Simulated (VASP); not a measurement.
## Cd: single point with LDA

Crystal: Cd.

```xyz
3
Lattice="4.7203 0.0000 0.0000 -2.3602 4.0879 0.0000 0.0000 0.0000 2.8085" Properties=species:S:1:pos:R:3 pbc="T T T"
Cd    0.0000    0.0000    0.0000
Cd    0.0000    2.7253    1.4043
Cd    2.3602    1.3626    1.4043
```

This isn't the form of Cd at room conditions, which is hcp.

```json
{
 "Program": "VASP 6.6.1",
 "Task": "single point",
 "Functional": "LDA",
 "Potentials or basis": "VASP PAW LDA potentials, release 64 (Cd)",
 "Cutoff": "500 eV",
 "k mesh": "8 × 8 × 12",
 "Occupations": "fermi-dirac, width 0.1 eV",
 "Spin": "no spin polarisation",
 "Dipole correction": "no",
 "Further INCAR settings": "ALGO = Normal; EDIFF = 1e-06; NBANDS = 25"
}
```

- Pressure: 12.8 GPa
- Band gap on the k mesh: zero (bands 18 and 19 overlap by 4.33 eV)

Stress tensor (GPa, compression positive):
```
12.96  0.00  0.00
 0.00 12.96  0.00
 0.00  0.00 12.41
```

Levels at points of the mesh, in eV from the Fermi level:
```
           k point  band 16  band 17  band 18  band 19  band 20  band 21
(0.00, 0.00, 0.00)    -8.70     0.53     0.55     0.55     0.56     0.56
(0.50, 0.00, 0.00)    -7.57    -7.39    -3.24    -0.91     7.69     7.71
(0.00, 0.00, 0.50)    -4.37    -4.20     3.43     3.79     3.79     4.18
(0.50, 0.00, 0.50)    -2.89    -2.35    -1.13    -0.80     2.48     2.58
```

Run time: 52 s on 1 thread of Intel(R) Xeon(R) Platinum 8259CL CPU @ 2.50GHz (Skylake/Cascade Lake), with other jobs on the host, peak memory 0.19 GiB.

Caveat: the cell stands under pressure.
